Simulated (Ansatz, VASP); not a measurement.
One calculation of CdSe, two programs

INCAR

```
PREC = Accurate
ENCUT = 520
EDIFF = 1E-6
ISMEAR = 0
SIGMA = 0.01
LREAL = F
LASPH = T
NELM = 80
ALGO = Normal
ISIF = 2
LWAVE = F
LCHARG = F
GGA = PE
NBANDS = 26
```

Contents of KPOINTS:

```
Automatic mesh
0
Gamma
  6 6 4
```

The input POSCAR:

```
CdSe
1.0
    4.4274146258      0.0000000000      0.0000000000
   -2.2137073129      3.8342535390      0.0000000000
    0.0000000000      0.0000000000      7.2264648458
Cd Se
2 2
Direct
    0.3333333333      0.6666666667     -0.0002790363
    0.6666666667      0.3333333333      0.4997209637
    0.3333333333      0.6666666667      0.3752790363
    0.6666666667      0.3333333333      0.8752790363
```

Input for Ansatz:

```yaml
crystal:
  lattice:
    - [4.4274146258, 0.0, 0.0]
    - [-2.2137073129, 3.834253539, 0.0]
    - [0.0, 0.0, 7.2264648458]
  atoms:
    - { symbol: Cd, position: [0.3333333333, 0.6666666667, -0.0002790363] }
    - { symbol: Cd, position: [0.6666666667, 0.3333333333, 0.4997209637] }
    - { symbol: Se, position: [0.3333333333, 0.6666666667, 0.3752790363] }
    - { symbol: Se, position: [0.6666666667, 0.3333333333, 0.8752790363] }
kpoints:
  mp_grid: { grid: [6, 6, 4] }
hamiltonian:
  xc: pbe
scf:
  occupations: { method: fixed }
  n_extra_bands: 5
output:
  forces: true
  stress: true
  eigenvalues: true
```

Alike in both runs: task single point; functional PBE; k mesh 6 × 6 × 4; no spin polarisation.

|  | VASP | Ansatz |
| --- | --- | --- |
| version | VASP 6.6.1 | Ansatz 0.2.0 |
| potentials or method | VASP PAW PBE potentials, release 64 (Cd, Se) | plane waves, PAW |
| plane-wave cutoff (eV) | 520 | 420 |
| occupations | gaussian, width 0.01 eV | fixed |
| valence electrons in the cell | 36 | 72 |

Ansatz gave:

* gap on the k mesh at the Fermi level (eV): 0.48
* pressure (GPa): -1.3
* rms of the force components (eV/Å): 0.004

Task: Which values does VASP return?

Result: gap on the k mesh at the Fermi level (eV): 0.47; pressure (GPa): -1.0; rms of the force components (eV/Å): 0.003.

Atom by atom the forces differ by 0.001 eV/Å (rms over components). VASP's potentials hold 36 valence electrons a cell and Ansatz's 72, so a difference there can come from the potentials and not from the codes.
